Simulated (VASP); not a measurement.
Runs of VASP 6.6.1 on ZnTe3O. The structure is that of space group P6/mmm (No. 191), or close to it. The cells are those of the table. The cell was generated, and may not be a known phase.

| task | cell | k mesh | cutoff (eV) | gap on the mesh (eV) | pressure (GPa) | relaxed volume (Å³/atom) |
| --- | --- | --- | --- | --- | --- | --- |
| single point | a = 6.462, b = 6.462, c = 3.483 Å, angles 90.0, 90.0, 120.0°, 5 atoms | 6 × 6 × 10 | 520 | none | 0.3 | - |
| single point | a = 6.370, b = 6.370, c = 3.532 Å, angles 90.0, 90.0, 119.7°, 5 atoms | 4 × 4 × 6 | 520 | none | 0.1 | - |
| relaxation of cell and atoms | relaxed from a = 6.382, b = 6.382, c = 3.532 Å, angles 90.0, 90.0, 120.0°, 5 atoms | 6 × 6 × 10 | 600 | none | 0.0 | (a) |
| relaxation of cell and atoms | relaxed from a = 6.469, b = 6.469, c = 3.455 Å, angles 90.0, 90.0, 119.6°, 5 atoms | 4 × 4 × 6 | 600 | none | 0.0 | 24.83 |
| single point | a = 6.469, b = 6.469, c = 3.455 Å, angles 90.0, 90.0, 119.6°, 5 atoms | 4 × 4 × 4 | 520 | none | 0.3 | - |

Alike in all rows: level PBE; potentials or basis VASP PAW PBE potentials, release 64 (Zn, Te, O); no spin polarisation; smearing gaussian 0.1 eV.

**Question.** Estimate the missing entries.

**Answer.** (a) 25.20.

Caveats: some runs use coarse meshes; spin-orbit coupling is left out, which moves the levels of the heavy elements.

A k mesh can miss the band edges, and the runs leave out spin-orbit coupling on Te.

A gap of «none» marks levels without a gap at the run's occupations.
